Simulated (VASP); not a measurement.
# MgO (P6_3/mmc) in VASP: settings compared

The runs below take MgO through single point, relaxation of cell and atoms, with r2SCAN, PBEsol, LDA.

Program: VASP 6.6.1. These are calculated values, not measurements. Logs are shortened: lines on timing, memory, paths and dates and some standing lists are left out, and cuts for length are marked.

## Step 1: The cell of the first run

Symmetry: P6_3/mmc, No. 194, hexagonal system. Conventional cell: a = 3.484 Å, b = 3.484 Å, c = 4.185 Å, α = 90.00°, β = 90.00°, γ = 120.00°. Within 2.7 Å of Mg (site symmetry -6m2) lie 5 O at 2.01 to 2.09 Å. Within 2.7 Å of O (site symmetry -6m2) lie 5 Mg at 2.01 to 2.09 Å.

## Step 2: Single point, r2SCAN

POSCAR

```
MgO
1.0
    3.4840780556      0.0000000000      0.0000000000
   -1.7420390278      3.0173001049      0.0000000000
    0.0000000000      0.0000000000      4.1853174871
Mg O
2 2
Direct
    0.6666666667      0.3333333333      0.7500000000
    0.3333333333      0.6666666667      0.2500000000
    0.6666666667      0.3333333333      0.2500000000
    0.3333333333      0.6666666667      0.7500000000
```

INCAR.step1

```
PREC = Accurate
ENCUT = 660
ISMEAR = -1
SIGMA = 0.02
LREAL = F
LASPH = T
NELM = 120
NBANDS = 24
GGA = PE
ALGO = Normal
EDIFF = 1E-5
LWAVE = T
LCHARG = F
GGA_COMPAT = F
```

INCAR.step2

```
PREC = Accurate
ENCUT = 660
EDIFF = 1E-6
ISMEAR = -1
SIGMA = 0.02
LREAL = F
LASPH = T
NELM = 120
ALGO = Normal
ISIF = 2
LWAVE = F
LCHARG = T
METAGGA = R2SCAN
LMIXTAU = T
LELF = T
LVHAR = T
NBANDS = 24
ISTART = 1
GGA_COMPAT = F
```

KPOINTS

```
regular mesh
0
Gamma
  12 12 6
```

Potentials or basis: VASP PAW PBE potentials, release 64 (Mg_sv, O).

Started as:

```sh
$ cat potpaw_PBE.64/Mg_sv/POTCAR potpaw_PBE.64/O/POTCAR > POTCAR
$ cp INCAR.step1 INCAR
$ mpirun -np 1 vasp_std > vasp.out
$ cp INCAR.step2 INCAR
$ mpirun -np 1 vasp_std > vasp.out
```

OUTCAR:

```text
PREC = Accurate
   ENCUT = 660
   EDIFF = 1E-6
   ISMEAR = -1
   LREAL = F
   LASPH = T
   NELM = 120
   ISIF = 2
   METAGGA = R2SCAN
   ISTART = 1

 ion  position               nearest neighbor table
   1  0.667  0.333  0.750-   4 2.01   4 2.01   4 2.01   3 2.09   3 2.09
   2  0.333  0.667  0.250-   3 2.01   3 2.01   3 2.01   4 2.09   4 2.09
   3  0.667  0.333  0.250-   2 2.01   2 2.01   2 2.01   1 2.09   1 2.09
   4  0.333  0.667  0.750-   1 2.01   1 2.01   1 2.01   2 2.09   2 2.09

  LATTYP: Found a hexagonal cell.
 ALAT       =     3.4840780556
 C/A-ratio  =     1.2012697248

  Lattice vectors:

 A1 = (   3.4840780556,   0.0000000000,   0.0000000000)
 A2 = (  -1.7420390278,   3.0173001049,   0.0000000000)
 A3 = (   0.0000000000,   0.0000000000,   4.1853174871)

Analysis of symmetry for initial positions (statically):
=====================================================================
 Subroutine PRICEL returns:
 Original cell was already a primitive cell.

 Routine SETGRP: Setting up the symmetry group for a
 hexagonal supercell.

 Subroutine GETGRP returns: Found 24 space group operations
 (whereof 12 operations were pure point group operations)
 out of a pool of 24 trial point group operations.

The static configuration has the point symmetry D_3d.
 The point group associated with its full space group is D_6h.

Analysis of symmetry for dynamics (positions and initial velocities):
=====================================================================
 Subroutine PRICEL returns:
 Original cell was already a primitive cell.

 Routine SETGRP: Setting up the symmetry group for a
 hexagonal supercell.

 Subroutine GETGRP returns: Found 24 space group operations
 (whereof 12 operations were pure point group operations)
 out of a pool of 24 trial point group operations.

The dynamic configuration has the point symmetry D_3d.
 The point group associated with its full space group is D_6h.

 Subroutine INISYM returns: Found 24 space group operations
 (whereof 12 operations are pure point group operations),
 and found     1 'primitive' translations

----------------------------------------------------------------------------------------

                                     Primitive cell

  volume of cell :      43.9982

  direct lattice vectors                    reciprocal lattice vectors
     3.484078056  0.000000000  0.000000000     0.287019976  0.165711060  0.000000000
    -1.742039028  3.017300105  0.000000000     0.000000000  0.331422121  0.000000000
     0.000000000  0.000000000  4.185317487     0.000000000  0.000000000  0.238930500

  length of vectors
     3.484078056  3.484078056  4.185317487     0.331422121  0.331422121  0.238930500

  position of ions in fractional coordinates (direct lattice)
     0.666666667  0.333333333  0.750000000
     0.333333333  0.666666667  0.250000000
     0.666666667  0.333333333  0.250000000
     0.333333333  0.666666667  0.750000000

  ion indices of the primitive-cell ions
   primitive index   ion index
                 1           1
                 2           2
                 3           3
                 4           4

----------------------------------------------------------------------------------------

 KPOINTS: regular mesh

Automatic generation of k-mesh.
 Grid dimensions read from file:
 generate k-points for:   12   12    6

 Generating k-lattice:

  Cartesian coordinates                     Fractional coordinates (reciprocal lattice)
     0.023918331  0.013809255  0.000000000     0.083333333 -0.000000000  0.000000000
     0.000000000  0.027618510  0.000000000     0.000000000  0.083333333  0.000000000
     0.000000000  0.000000000  0.039821750     0.000000000  0.000000000  0.166666667

  Length of vectors
     0.027618510  0.027618510  0.039821750

  Shift w.r.t. Gamma in fractional coordinates (k-lattice)
     0.000000000  0.000000000  0.000000000

 Subroutine IBZKPT returns following result:
 ===========================================

 Found     76 irreducible k-points:

 Following reciprocal coordinates:
[... 39 lines left out ...]
  energy-cutoff  :      660.00
  volume of cell :       44.00
 maximum number of plane-waves:      1716
 NGX is ok and might be reduce to    30
   NGX = 15   NGY = 15   NGZ = 17

 number of electron      32.0000013 magnetization

 Free energy of the ion-electron system (eV)
  ---------------------------------------------------
  ext. energy  EPLUGINS =         0.00000000
  ---------------------------------------------------
  free energy    TOTEN  =       -32.09697566 eV

  energy without entropy =      -32.09697566  energy(sigma->0) =      -32.09697566

 E-fermi :   1.9729     XC(G=0): -10.9380

 val. band max:        1.3684452395   @ k =   0.0000   0.0000   0.0000
 cond. band min:       5.4741390342   @ k =   0.0000   0.0000   0.0000
 fundamental gap:      4.1056937947
 Fermi energy:         1.9729127398

 k-point     1 :       0.0000    0.0000    0.0000
  band No.  band energies     occupation
      1     -73.5388      2.00000
      2     -73.5271      2.00000
      3     -38.6951      2.00000
      4     -38.6770      2.00000
      5     -38.6770      2.00000
      6     -38.6504      2.00000
[... 16 lines left out ...]
     23      18.1089      0.00000
     24      18.2576      0.00000

 k-point     2 :       0.0833    0.0000    0.0000
  band No.  band energies     occupation
      1     -73.5386      2.00000
      2     -73.5272      2.00000
      3     -38.6941      2.00000
      4     -38.6778      2.00000
      5     -38.6776      2.00000
      6     -38.6516      2.00000
[... 16 lines left out ...]
     23      17.7565      0.00000
     24      17.9231      0.00000

 k-point     3 :       0.1667    0.0000    0.0000
  band No.  band energies     occupation
      1     -73.5379      2.00000
      2     -73.5276      2.00000
      3     -38.6907      2.00000
      4     -38.6802      2.00000
      5     -38.6791      2.00000
      6     -38.6559      2.00000
[... 16 lines left out ...]
     23      17.1722      0.00000
     24      17.2933      0.00000
[... 514 lines left out ...]
 k-point    23 :       0.2500    0.0000    0.1667
  band No.  band energies     occupation
      1     -73.5364      2.00000
      2     -73.5288      2.00000
      3     -38.6944      2.00000
      4     -38.6792      2.00000
      5     -38.6707      2.00000
      6     -38.6664      2.00000
[... 16 lines left out ...]
     23      16.8689      0.00000
     24      17.1846      0.00000

 k-point    24 :       0.3333    0.0000    0.1667
  band No.  band energies     occupation
      1     -73.5353      2.00000
      2     -73.5295      2.00000
      3     -38.6966      2.00000
      4     -38.6810      2.00000
      5     -38.6749      2.00000
      6     -38.6648      2.00000
[... 16 lines left out ...]
     23      16.6706      0.00000
     24      16.9903      0.00000

 [... further k-points ...]

------------------------ aborting loop because EDIFF is reached ----------------------------------------

  FORCE on cell =-STRESS in cart. coord.  units (eV):
  Direction    XX          YY          ZZ          XY          YZ          ZX
  --------------------------------------------------------------------------------------
  -------------------------------------------------------------------------------------
  Total       -0.0721953     -0.0721953     -0.0517109      0.0000000      0.0000000     -0.0000000
  in kB       -2.6289631     -2.6289631     -1.8830319      0.0000000      0.0000000     -0.0000000
  external PRESSURE =      -2.3803194 kB  Pullay stress =       0.0000000 kB

 VOLUME and BASIS-vectors are now :
 -----------------------------------------------------------------------------
  energy-cutoff  :      660.00
  volume of cell :       44.00
      direct lattice vectors                 reciprocal lattice vectors
     3.484078056  0.000000000  0.000000000     0.287019976  0.165711060  0.000000000
    -1.742039028  3.017300105  0.000000000     0.000000000  0.331422121  0.000000000
     0.000000000  0.000000000  4.185317487     0.000000000  0.000000000  0.238930500

 POSITION                                       TOTAL-FORCE (eV/Angst)
 -----------------------------------------------------------------------------------
      1.74204      1.00577      3.13899         0.000000     -0.000000      0.000000
     -0.00000      2.01153      1.04633        -0.000000      0.000000      0.000000
      1.74204      1.00577      1.04633         0.000000     -0.000000     -0.000000
     -0.00000      2.01153      3.13899        -0.000000      0.000000     -0.000000
 -----------------------------------------------------------------------------------
    total drift:                               -0.000000     -0.000000     -0.000000

  FREE ENERGIE OF THE ION-ELECTRON SYSTEM (eV)
  ---------------------------------------------------
  free  energy   TOTEN  =       -32.0969756617 eV

  energy  without entropy=      -32.0969756617  energy(sigma->0) =      -32.09697566
```

Wall time 5.2 min (1 thread of Intel Xeon Platinum 8559C (Emerald Rapids), shared host); peak memory 0.23 GiB.

What came out:

| Property | Result |
| --- | --- |
| Free energy | -32.0970 eV |
| Pressure | -0.2 GPa |
| Band gap on the k mesh | 4.11 eV |

Caveat: the PAW data sets were made with another functional, which shifts forces and pressure a little. A k mesh can miss the band edges.

## Step 3: Relaxation of cell and atoms, PBEsol

This run uses another cell than the first one, of 11.37 Å³/atom.

INCAR

```
SYSTEM = MgO
ALGO = Normal
EDIFF = 1E-7
EDIFFG = -0.005
ENCUT = 600
GGA = PS
IBRION = 2
ISIF = 3
ISMEAR = -1
LASPH = .True.
LCHARG = .False.
LREAL = .False.
LWAVE = .False.
NELM = 100
NSW = 80
PREC = Accurate
SIGMA = 0.02
```

KPOINTS

```
k-points
0
Gamma
  12 12 6
  0 0 0
```

POSCAR

```
MgO
1.0
    3.5206077921      0.0000000000      0.0000000000
   -1.7603038961      3.0489357847      0.0000000000
    0.0000000000      0.0000000000      4.2381122604
Mg O
2 2
Direct
    0.6666666667      0.3333333333      0.7500000000
    0.3333333333      0.6666666667      0.2500000000
    0.6666666667      0.3333333333      0.2500000000
    0.3333333333      0.6666666667      0.7500000000
```

Potentials or basis: VASP PAW PBE potentials, release 64 (Mg, O).

Started as:

```sh
$ cat potpaw_PBE.64/Mg/POTCAR potpaw_PBE.64/O/POTCAR > POTCAR
$ mpirun -np 1 vasp_std > vasp.out
```

Wall time 62 s (1 thread of Intel Xeon 6975P-C (Granite Rapids), shared host); peak memory 0.21 GiB.

Results (log left out):

- Free energy: -24.7674 eV
- Relaxed volume: 11.04 Å³/atom
- Relaxed cell: a = 3.489 Å, b = 3.489 Å, c = 4.187 Å, α = 90.00°, β = 90.00°, γ = 120.00°
- Space group after relaxing (to 0.1 Å): P6_3/mmc (No. 194)
- Energy gained by relaxing: 4.0 meV/atom
- Ionic steps: 7
- Pressure after relaxing: 0.0 GPa
- Band gap on the k mesh: 3.29 eV

The path:
```
step  energy change (eV)  largest force (eV/Å)  pressure (GPa)  volume (Å³)
   1              0.0000                0.0000           -3.73        45.49
   2             -0.0147                0.0000            1.19        43.77
   3             -0.0161                0.0000            0.01        44.15
   4             -0.0161                0.0000           -0.07        44.18
   5             -0.0161                0.0000           -0.07        44.18
   6             -0.0161                0.0000           -0.07        44.18
   7             -0.0161                0.0000            0.03        44.15
```

Final structure:
```
CELL_PARAMETERS angstrom
3.48929 0.00000 0.00000
-1.74465 3.02182 0.00000
0.00000 0.00000 4.18714
ATOMIC_POSITIONS crystal
Mg 0.66667 0.33333 0.75000
Mg 0.33333 0.66667 0.25000
O 0.66667 0.33333 0.25000
O 0.33333 0.66667 0.75000
```

Levels at points of the mesh, in eV from the valence-band top:
| k point | band 4 | band 5 | band 6 | band 7 | band 8 | band 9 | band 10 | band 11 | band 12 |
| --- | --- | --- | --- | --- | --- | --- | --- | --- | --- |
| (0.00, 0.00, 0.00) | -1.75 | -1.75 | -0.81 | -0.81 | 0.00 | 3.29 | 9.35 | 12.06 | 12.40 |
| (0.50, 0.00, 0.00) | -2.40 | -2.36 | -1.98 | -1.31 | -0.53 | 6.84 | 8.97 | 9.66 | 12.00 |
| (0.00, 0.00, 0.50) | -2.45 | -1.30 | -1.30 | -1.30 | -1.30 | 6.33 | 6.33 | 12.75 | 12.75 |
| (0.50, 0.00, 0.50) | -3.92 | -1.55 | -1.55 | -0.83 | -0.83 | 7.16 | 7.16 | 11.84 | 11.84 |

Caveat: the PAW data sets were made with another functional, which shifts forces and pressure a little. A k mesh can miss the band edges.

## Step 4: Relaxation of cell and atoms, LDA

This run uses another cell than the first one, of 11.37 Å³/atom.

INCAR

```
SYSTEM = MgO
PREC     = Accurate       ! precision mode
ENCUT    = 600            ! plane-wave cutoff, eV
EDIFF    = 1E-7           ! SCF threshold, eV
ISMEAR   = -1             ! smearing method
SIGMA    = 0.02           ! smearing width, eV
LREAL    = .FALSE.        ! projectors in reciprocal space
LASPH    = .TRUE.         ! aspherical terms in the spheres
NELM     = 60             ! most SCF steps
ALGO     = Normal         ! electronic algorithm
ISIF     = 3              ! what is computed and relaxed
LWAVE    = .FALSE.        ! write WAVECAR
LCHARG   = .FALSE.        ! write CHGCAR
GGA      = CA             ! functional
IBRION   = 2              ! ionic algorithm
NSW      = 80             ! ionic steps
EDIFFG   = -0.005         ! ionic threshold
```

KPOINTS

```
regular mesh
0
G
  12 12 6
  0 0 0
```

POSCAR is that of step 3.

Potentials or basis: VASP PAW LDA potentials, release 64 (Mg, O).

Started as:

```sh
$ cat potpaw_LDA.64/Mg/POTCAR potpaw_LDA.64/O/POTCAR > POTCAR
$ mpirun -np 1 vasp_std > vasp.out
```

Wall time 34 s (1 thread of Intel Xeon 6975P-C (Granite Rapids), shared host); peak memory 0.19 GiB.

The run converged. Its results:

```yaml
Free_energy: -26.5432 eV
Relaxed_volume: 10.52 Å³/atom
Relaxed_cell: a = 3.433 Å, b = 3.433 Å, c = 4.123 Å, α = 90.00°, β = 90.00°, γ = 120.00°
Space_group_after_relaxing_to_0.1_Å: P6_3/mmc (No. 194)
Energy_gained_by_relaxing: 28.2 meV/atom
Ionic_steps: 3
Pressure_after_relaxing: 0.0 GPa
Band_gap_on_the_k_mesh: 3.56 eV
```

Stress tensor (GPa, compression positive):
```
 0.04  0.00  0.00
 0.00  0.04  0.00
 0.00  0.00 -0.04
```

The path:
```
step  energy change (eV)  largest force (eV/Å)  pressure (GPa)  volume (Å³)
   1              0.0000                0.0000           -9.88        45.49
   2             -0.0996                0.0000            4.03        41.03
   3             -0.1126                0.0000            0.01        42.08
```

Final structure:
```
Mg O
1.0
     3.43321    0.00000    0.00000
    -1.71660    2.97324    0.00000
     0.00000    0.00000    4.12263
Mg O
2 2
Cartesian
  1.7166 0.9911 3.0920
  0.0000 1.9822 1.0307
  1.7166 0.9911 1.0307
  0.0000 1.9822 3.0920
```

Levels at points of the mesh, in eV from the valence-band top:
```csv
k point,band 5,band 6,band 7,band 8,band 9,band 10,band 11,band 12
"(0.00, 0.00, 0.00)",-1.85,-0.88,-0.88,0.00,3.56,9.59,12.40,12.57
"(0.50, 0.00, 0.00)",-2.49,-2.07,-1.40,-0.56,6.95,9.37,9.77,12.37
"(0.00, 0.00, 0.50)",-1.39,-1.39,-1.39,-1.39,6.58,6.58,12.93,12.93
"(0.50, 0.00, 0.50)",-1.64,-1.64,-0.90,-0.90,7.30,7.30,12.27,12.27
```

## Step 5: Single point, r2SCAN

POSCAR

```
MgO
1.0
    3.4840780556      0.0000000000      0.0000000000
   -1.7420390278      3.0173001049      0.0000000000
    0.0000000000      0.0000000000      4.1853174871
Mg O
2 2
Direct
    0.6666666667      0.3333333333      0.7500000000
    0.3333333333      0.6666666667      0.2500000000
    0.6666666667      0.3333333333      0.2500000000
    0.3333333333      0.6666666667      0.7500000000
```

INCAR.step1

```
PREC = Accurate ; ENCUT = 750
ISMEAR = 0 ; SIGMA = 0.01
LREAL = False ; LASPH = True
NELM = 120 ; NBANDS = 24
GGA = PE ; ALGO = Normal
EDIFF = 1E-5 ; LWAVE = True
LCHARG = False ; GGA_COMPAT = False
```

INCAR.step2

```
PREC = Accurate ; ENCUT = 750
EDIFF = 1E-6 ; ISMEAR = 0
SIGMA = 0.01 ; LREAL = False
LASPH = True ; NELM = 120
ALGO = Normal ; ISIF = 2
LWAVE = False ; LCHARG = False
METAGGA = R2SCAN ; LMIXTAU = True
NBANDS = 24 ; ISTART = 1
GGA_COMPAT = False
```

KPOINTS

```
Automatic mesh
0
Gamma
  12 12 6
```

Potentials or basis: VASP PAW PBE potentials, release 64 (Mg_sv, O).

Started as:

```sh
$ cat potpaw_PBE.64/Mg_sv/POTCAR potpaw_PBE.64/O/POTCAR > POTCAR
$ cp INCAR.step1 INCAR
$ mpirun -np 1 vasp_std > vasp.out
$ cp INCAR.step2 INCAR
$ mpirun -np 1 vasp_std > vasp.out
```

Wall time 4.7 min (1 thread of Intel Xeon Platinum 8259CL at 2.50GHz (Skylake/Cascade Lake), shared host); peak memory 0.27 GiB.

It converged, with:

```
Free energy            : -32.0731 eV
Pressure               : 0.0 GPa
Band gap on the k mesh : 4.10 eV
```

Stress tensor (GPa, compression positive):
```
 0.02  0.00  0.00
 0.00  0.02  0.00
 0.00  0.00 -0.11
```

Levels at points of the mesh, in eV from the valence-band top:
| k point | band 13 | band 14 | band 15 | band 16 | band 17 | band 18 | band 19 | band 20 |
| --- | --- | --- | --- | --- | --- | --- | --- | --- |
| (0.00, 0.00, 0.00) | -1.76 | -0.84 | -0.84 | 0.00 | 4.10 | 10.45 | 13.17 | 13.51 |
| (0.50, 0.00, 0.00) | -2.36 | -1.96 | -1.30 | -0.54 | 7.67 | 10.06 | 10.63 | 13.36 |
| (0.00, 0.00, 0.50) | -1.32 | -1.32 | -1.32 | -1.32 | 7.15 | 7.15 | 13.89 | 13.89 |
| (0.50, 0.00, 0.50) | -1.55 | -1.55 | -0.83 | -0.83 | 8.04 | 8.04 | 13.06 | 13.06 |

Caveat: the PAW data sets were made with another functional, which shifts forces and pressure a little.

## Step 6: The runs side by side

| task | level | potentials or basis | cell | cutoff (eV) | smearing | mended | gap on the mesh (eV) | pressure (GPa) | relaxed volume (Å³/atom) |
| --- | --- | --- | --- | --- | --- | --- | --- | --- | --- |
| single point | r2SCAN | VASP PAW PBE potentials, release 64 (Mg_sv, O) | a = 3.484, b = 3.484, c = 4.185 Å, angles 90.0, 90.0, 120.0°, 4 atoms | 660 | fermi-dirac 0.02 eV | - | 4.11 | -0.2 | - |
| relaxation of cell and atoms | PBEsol | VASP PAW PBE potentials, release 64 (Mg, O) | relaxed from a = 3.521, b = 3.521, c = 4.238 Å, angles 90.0, 90.0, 120.0°, 4 atoms | 600 | fermi-dirac 0.02 eV | - | 3.29 | 0.0 | 11.04 |
| relaxation of cell and atoms | LDA | VASP PAW LDA potentials, release 64 (Mg, O) | relaxed from a = 3.521, b = 3.521, c = 4.238 Å, angles 90.0, 90.0, 120.0°, 4 atoms | 600 | fermi-dirac 0.02 eV | - | 3.56 | 0.0 | 10.52 |
| single point | r2SCAN | VASP PAW PBE potentials, release 64 (Mg_sv, O) | a = 3.484, b = 3.484, c = 4.185 Å, angles 90.0, 90.0, 120.0°, 4 atoms | 750 | gaussian 0.01 eV | yes | 4.10 | 0.0 | - |

Alike in all rows: no spin polarisation; k mesh 12 × 12 × 6.

Caveats: the PAW data sets were made with another functional, which shifts forces and pressure a little (at least some runs).

Total energies depend on the potentials used, so only differences within one code and one set of settings carry meaning.
